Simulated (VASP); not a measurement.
# Pb (Fm-3m) in VASP: a series of runs

Pb is run at these levels: PBE; tasks: single point.

Everything below comes from runs of VASP 6.6.1. Logs are shortened: lines on timing, memory, paths and dates and some standing lists are left out, and cuts for length are marked.

### Step 1. The cell of the first run

Symmetry: Fm-3m, No. 225, cubic system. The conventional cell has a = 4.983 Å, b = 4.983 Å, c = 4.983 Å, α = 90.00°, β = 90.00°, γ = 90.00°. Within 4.6 Å of Pb (site symmetry m-3m) lie 12 Pb at 3.52 Å.

### Step 2. Single point, PBE (volume scaled by 1.02)

File INCAR:

```
SYSTEM = Pb
PREC = Accurate
ENCUT = 520
EDIFF = 1E-6
ISMEAR = -1
SIGMA = 0.05
LREAL = .FALSE.
LASPH = .TRUE.
NELM = 100
ALGO = Fast
ISIF = 2
LWAVE = .FALSE.
LCHARG = .FALSE.
GGA = PE
NBANDS = 13
```

File KPOINTS:

```
Automatic mesh
0
G
  9 9 9
  0 0 0
```

File POSCAR:

```
Pb
1.0
    0.0000000000      2.4914113386      2.4914113386
    2.4914113386      0.0000000000      2.4914113386
    2.4914113386      2.4914113386      0.0000000000
Pb
1
Direct
    0.0000000000      0.0000000000      0.0000000000
```

Potentials or basis: VASP PAW PBE potentials, release 64 (Pb_d).

On the command line:

```
$ cat potpaw_PBE.64/Pb_d/POTCAR > POTCAR
$ mpirun -np 1 vasp_std > vasp.out
```

OUTCAR:

```text
SYSTEM = Pb
   PREC = Accurate
   ENCUT = 520
   EDIFF = 1E-6
   ISMEAR = -1
   LREAL = .FALSE.
   LASPH = .TRUE.
   NELM = 100
   ISIF = 2
   GGA = PE

 ion  position               nearest neighbor table
   1  0.000  0.000  0.000-

  LATTYP: Found a face centered cubic cell.
 ALAT       =     4.9828226772

  Lattice vectors:

 A1 = (   0.0000000000,   2.4914113386,   2.4914113386)
 A2 = (   2.4914113386,   0.0000000000,   2.4914113386)
 A3 = (   2.4914113386,   2.4914113386,   0.0000000000)

Analysis of symmetry for initial positions (statically):
[... 5 lines left out ...]
 face centered cubic supercell.

 Subroutine GETGRP returns: Found 48 space group operations
 (whereof 48 operations were pure point group operations)
 out of a pool of 48 trial point group operations.

The static configuration has the point symmetry O_h .

Analysis of symmetry for dynamics (positions and initial velocities):
[... 5 lines left out ...]
 face centered cubic supercell.

 Subroutine GETGRP returns: Found 48 space group operations
 (whereof 48 operations were pure point group operations)
 out of a pool of 48 trial point group operations.

The dynamic configuration has the point symmetry O_h .

 Subroutine INISYM returns: Found 48 space group operations
 (whereof 48 operations are pure point group operations),
 and found     1 'primitive' translations

----------------------------------------------------------------------------------------

                                     Primitive cell

  volume of cell :      30.9290

  direct lattice vectors                    reciprocal lattice vectors
     0.000000000  2.491411339  2.491411339    -0.200689462  0.200689462  0.200689462
     2.491411339  0.000000000  2.491411339     0.200689462 -0.200689462  0.200689462
     2.491411339  2.491411339  0.000000000     0.200689462  0.200689462 -0.200689462

  length of vectors
     3.523387704  3.523387704  3.523387704     0.347604344  0.347604344  0.347604344

  position of ions in fractional coordinates (direct lattice)
     0.000000000  0.000000000  0.000000000

  ion indices of the primitive-cell ions
   primitive index   ion index
                 1           1

----------------------------------------------------------------------------------------

 KPOINTS: Automatic mesh

Automatic generation of k-mesh.
 Grid dimensions read from file:
 generate k-points for:    9    9    9

 Generating k-lattice:

  Cartesian coordinates                     Fractional coordinates (reciprocal lattice)
[... 62 lines left out ...]
   EDIFFG = 0.1E-04   stopping-criterion for IOM
   NSW    =      0    number of steps for IOM
   IBRION =     -1    ionic relax: 0-MD 1-quasi-New 2-CG
   NFREE  =      0    steps in history (QN), initial steepest desc. (CG)
   ISIF   =      2    stress and relaxation
   ISYM   =      2    0-nonsym 1-usesym 2-fastsym
   POTIM  = 0.5000    time-step for ionic-motion
   TEBEG  =    0.0;   TEEND  =   0.0 temperature during run
   PSTRESS=    0.0 pullay stress
   NELECT =      14.0000    total number of electrons
   NUPDOWN=      -1.0000    fix difference up-down
   EMIN   =  10.00;   EMAX   =-10.00  energy-range for DOS
   EFERMI =   0.00;   METHOD = LEGACY
   ISMEAR =    -1;   SIGMA  =   0.05  broadening in eV -4-tet -1-fermi 0-gaus
   EFERMI_NEDOS =   21; number of points for ismear=-14 and -15
   IALGO  =     68    algorithm
   IMIX   =      4    mixing-type and parameters
     AMIX     =   0.40;   BMIX     =  1.00
     AMIX_MAG =   1.60;   BMIX_MAG =  1.00
  volume/ion in A,a.u.               =      30.93       208.72
  Fermi-wavevector in a.u.,A,eV,Ry     =   1.256981  2.375350 21.497225  1.580001
  Thomas-Fermi vector in A             =   2.390662
   LORBIT       =      0    0 simple, 1 ext, 2 COOP (PROOUT), +10 PAW based schemes
   GGA     = PE    functional components
   LHFCALC =     F    Hartree Fock is set to
   AEXX    =    0.0000 exact exchange contribution
   IVDW    =     0    specifies the selected vdW correction
   LEPSILON=     F    determine dielectric tensor
   LRPA    =     F    only Hartree local field effects (RPA)
 non-spin polarized calculation
 RMM-DIIS sequential band-by-band and
  energy-cutoff  :      520.00
  volume of cell :       30.93
 maximum number of plane-waves:       869
 NGX is ok and might be reduce to    28
   NGX = 13   NGY = 13   NGZ = 13

 number of electron      14.0000000 magnetization

 Free energy of the ion-electron system (eV)
  ---------------------------------------------------
  ext. energy  EPLUGINS =         0.00000000
  ---------------------------------------------------
  free energy    TOTEN  =        -3.57705003 eV

  energy without entropy =       -3.57379989  energy(sigma->0) =       -3.57542496

 E-fermi :   6.9276     XC(G=0): -10.0912

 val. band max:        6.7042948887   @ k =  -0.3333   0.3333   0.1111
 cond. band min:       6.9407993509   @ k =  -0.2222   0.3333   0.1111
 fundamental gap:      0.2365044623
 Fermi energy:         6.9276089781

 k-point     1 :       0.0000    0.0000    0.0000
  band No.  band energies     occupation
      1     -10.0013      2.00000
      2     -10.0013      2.00000
      3     -10.0013      2.00000
      4      -9.8695      2.00000
      5      -9.8695      2.00000
      6      -4.5610      2.00000
      7      14.3229      0.00000
      8      14.3229      0.00000
      9      14.3229      0.00000
     10      16.8117      0.00000
     11      18.1479      0.00000
     12      19.4003      0.00000
     13      19.4003      0.00000
[... 354 lines left out ...]
  band No.  band energies     occupation
      1     -10.1495      2.00000
      2     -10.0619      2.00000
      3      -9.7564      2.00000
      4      -9.7196      2.00000
      5      -9.7196      2.00000
      6      -0.1004      2.00000
      7       4.3961      2.00000
      8       9.1868      0.00000
      9       9.1868      0.00000
     10      12.4808      0.00000
     11      13.6935      0.00000
     12      25.2093      0.00000
     13      26.7967      0.00000

 [... further k-points ...]
[... 5 lines left out ...]
  --------------------------------------------------------------------------------------
  -------------------------------------------------------------------------------------
  Total        0.2378407      0.2378407      0.2378407      0.0000000      0.0000000     -0.0000000
  in kB       12.3205604     12.3205604     12.3205604      0.0000000      0.0000000     -0.0000000
  external PRESSURE =      12.3205604 kB  Pullay stress =       0.0000000 kB

 VOLUME and BASIS-vectors are now :
 -----------------------------------------------------------------------------
  energy-cutoff  :      520.00
  volume of cell :       30.93
      direct lattice vectors                 reciprocal lattice vectors
     0.000000000  2.491411339  2.491411339    -0.200689462  0.200689462  0.200689462
     2.491411339  0.000000000  2.491411339     0.200689462 -0.200689462  0.200689462
     2.491411339  2.491411339  0.000000000     0.200689462  0.200689462 -0.200689462

 POSITION                                       TOTAL-FORCE (eV/Angst)
 -----------------------------------------------------------------------------------
      0.00000      0.00000      0.00000         0.000000      0.000000     -0.000000
 -----------------------------------------------------------------------------------
    total drift:                               -0.000000     -0.000000     -0.000000

  FREE ENERGIE OF THE ION-ELECTRON SYSTEM (eV)
  ---------------------------------------------------
  free  energy   TOTEN  =        -3.5770500269 eV

  energy  without entropy=       -3.5737998877  energy(sigma->0) =       -3.57542496
```

OSZICAR:

```text
N       E                     dE             d eps       ncg     rms          rms(c)
DAV:   1     0.108508590511E+03    0.10851E+03   -0.71524E+03   920   0.124E+03
DAV:   2     0.173468504267E+01   -0.10677E+03   -0.10385E+03   935   0.307E+02
DAV:   3    -0.346300249173E+01   -0.51977E+01   -0.51863E+01  1143   0.745E+01
DAV:   4    -0.358219298779E+01   -0.11919E+00   -0.11917E+00  1124   0.120E+01
DAV:   5    -0.358806798954E+01   -0.58750E-02   -0.58749E-02  1277   0.250E+00    0.510E-01
RMM:   6    -0.357899829507E+01    0.90697E-02   -0.10517E-02  1092   0.148E+00    0.262E-01
RMM:   7    -0.357693951299E+01    0.20588E-02   -0.68546E-03  1096   0.942E-01    0.899E-02
RMM:   8    -0.357699800552E+01   -0.58493E-04   -0.15138E-03  1245   0.589E-01    0.145E-02
RMM:   9    -0.357704164773E+01   -0.43642E-04   -0.45706E-04  1388   0.224E-01    0.152E-02
RMM:  10    -0.357704480055E+01   -0.31528E-05   -0.12610E-04  1177   0.201E-01    0.606E-03
RMM:  11    -0.357704873164E+01   -0.39311E-05   -0.66508E-05  1426   0.838E-02    0.267E-03
RMM:  12    -0.357704975853E+01   -0.10269E-05   -0.10437E-05  1015   0.346E-02    0.271E-03
RMM:  13    -0.357705002695E+01   -0.26841E-06   -0.16467E-06   659   0.153E-02
   1 F= -.35770500E+01 E0= -.35754250E+01  d E =-.325014E-02
```

It took 8.1 s on 1 thread of Intel Xeon 6975P-C (Granite Rapids), shared host; peak memory 0.15 GiB.

Results:

```
Free energy            : -3.5771 eV
Pressure               : 1.2 GPa
Band gap on the k mesh : zero (band 7 reaches 14.32 eV, above the bottom of band 8 at 5.56 eV)
```

Levels at points of the mesh, in eV from the Fermi level:
| k point | band 5 | band 6 | band 7 | band 8 | band 9 | band 10 |
| --- | --- | --- | --- | --- | --- | --- |
| (0.00, 0.00, 0.00) | -16.80 | -11.49 | 7.40 | 7.40 | 7.40 | 9.88 |

Caveat: spin-orbit coupling is left out, which moves the levels of the heavy elements.

### Step 3. Single point, PBE (volume scaled by 1.04)

Changes to INCAR since step 2:

```diff
@@ -8,4 +8,4 @@
 LASPH = .TRUE.
-NELM = 100
-ALGO = Fast
+NELM = 60
+ALGO = Normal
 ISIF = 2
```

KPOINTS is that of step 2.

File POSCAR:

```
Pb
1.0
    0.0000000000      2.5075897876      2.5075897876
    2.5075897876      0.0000000000      2.5075897876
    2.5075897876      2.5075897876      0.0000000000
Pb
1
Direct
    0.0000000000      0.0000000000      0.0000000000
```

Potentials or basis: VASP PAW PBE potentials, release 64 (Pb_d).

On the command line:

```
$ cat potpaw_PBE.64/Pb_d/POTCAR > POTCAR
$ mpirun -np 1 vasp_std > vasp.out
```

Wall time 6 s (1 thread of Intel Xeon 6975P-C (Granite Rapids), shared host); peak memory 0.15 GiB.

It converged, with:

| Item | Value |
| --- | --- |
| Free energy | -3.5804 eV |
| Pressure | 0.4 GPa |
| Band gap on the k mesh | zero (band 7 reaches 13.96 eV, above the bottom of band 8 at 5.39 eV) |

Levels at points of the mesh, in eV from the Fermi level:
| k point | band 4 | band 5 | band 6 | band 7 | band 8 | band 9 | band 10 | band 11 |
| --- | --- | --- | --- | --- | --- | --- | --- | --- |
| (0.00, 0.00, 0.00) | -16.80 | -16.80 | -11.37 | 7.24 | 7.24 | 7.24 | 9.86 | 10.97 |

Caveat: spin-orbit coupling is left out, which moves the levels of the heavy elements.
